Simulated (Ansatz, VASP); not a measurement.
# One calculation of InAs, two programs

File POSCAR:

```
InAs
1.0
    0.0000000000      2.9922343931      2.9922343931
    2.9922343931      0.0000000000      2.9922343931
    2.9922343931      2.9922343931      0.0000000000
In As
1 1
Direct
    0.0000000000      0.0000000000      0.0000000000
    0.2500000000      0.2500000000      0.2500000000
```

Contents of INCAR.step1:

```
SYSTEM = InAs
  PREC = Accurate
  ENCUT = 560
  ISMEAR = -1
  SIGMA = 0.02
  LREAL = .False.
  LASPH = .True.
  NELM = 120
  NBANDS = 21
  GGA = PE
  ALGO = Normal
  EDIFF = 1E-5
  LWAVE = .True.
  LCHARG = .False.
  GGA_COMPAT = .False.
```

Contents of INCAR.step2:

```
SYSTEM = InAs
  PREC = Accurate
  ENCUT = 560
  EDIFF = 1E-6
  ISMEAR = -1
  SIGMA = 0.02
  LREAL = .False.
  LASPH = .True.
  NELM = 120
  ALGO = Normal
  ISIF = 2
  LWAVE = .False.
  LCHARG = .False.
  METAGGA = R2SCAN
  LMIXTAU = .True.
  NBANDS = 21
  ISTART = 1
  GGA_COMPAT = .False.
```

KPOINTS

```
Automatic mesh
0
Gamma
  6 6 6
  0 0 0
```

Input for Ansatz:

```yaml
crystal:
  lattice:
    - [0.0, 2.9922343931, 2.9922343931]
    - [2.9922343931, 0.0, 2.9922343931]
    - [2.9922343931, 2.9922343931, 0.0]
  atoms:
    - { symbol: In, position: [0.0, 0.0, 0.0] }
    - { symbol: As, position: [0.25, 0.25, 0.25] }
kpoints:
  mp_grid: { grid: [6, 6, 6] }
hamiltonian:
  xc: r2scan
scf:
  occupations: { method: fermi_dirac, width: 0.02 }
  n_extra_bands: 4
output:
  forces: true
  stress: true
  eigenvalues: true
```

Alike in both runs: task single point; functional r2SCAN; k mesh 6 × 6 × 6; occupations fermi-dirac, width 0.02 eV; no spin polarisation.

```csv
,VASP,Ansatz
version,VASP 6.6.1,Ansatz 0.2.0
potentials or method,"VASP PAW PBE potentials, release 64 (In_d, As_d)","plane waves, PAW"
plane-wave cutoff (eV),560,500
valence electrons in the cell,28,28
```

```tsv
	VASP	Ansatz	Ansatz less VASP
pressure (GPa)	4.1	4.1	+0.01
```

VASP's potentials were made for PBE, not for r2SCAN.
